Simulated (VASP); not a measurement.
Input of a VASP 6.6.1 run:

File INCAR:

```
PREC = Accurate
ENCUT = 520
EDIFF = 1E-6
ISMEAR = -1
SIGMA = 0.05
LREAL = False
LASPH = True
NELM = 150
ALGO = Normal
ISIF = 2
LWAVE = False
LCHARG = True
ISPIN = 2
MAGMOM = 3 0
LORBIT = 11
LMAXMIX = 4
GGA = PE
LELF = True
LVHAR = True
NBANDS = 18
```

KPOINTS

```
Automatic mesh
0
Gamma
  11 11 11
```

POSCAR

```
FeO
1.0
    1.5176821100      0.8762341800      2.5157945800
   -1.5176821100      0.8762341800      2.5157945800
    0.0000000000     -1.7524683500      2.5157945800
Fe O
1 1
Direct
    0.0000000000      0.0000000000      0.0000000000
    0.5000000000      0.5000000000      0.5000000000
```

Potentials or basis: VASP PAW PBE potentials, release 64 (Fe, O).

Command:

```bash
$ cat potpaw_PBE.64/Fe/POTCAR potpaw_PBE.64/O/POTCAR > POTCAR
$ mpirun -np 1 vasp_std > vasp.out
```

(1) Estimate the site moments.

(2) Estimate the band gap on the k mesh.

(3) Predict the net moment.

Answers

(1) Fe +3.62; O +0.30 μB.

(2) zero (filled and empty bands overlap).

(3) 4.00 μB per cell.

Caveat: a cell with one magnetic atom can't hold antiferromagnetic order, which such compounds often take; semilocal functionals often make such compounds metallic where correlation or magnetic order opens a gap, which also shifts bond lengths.
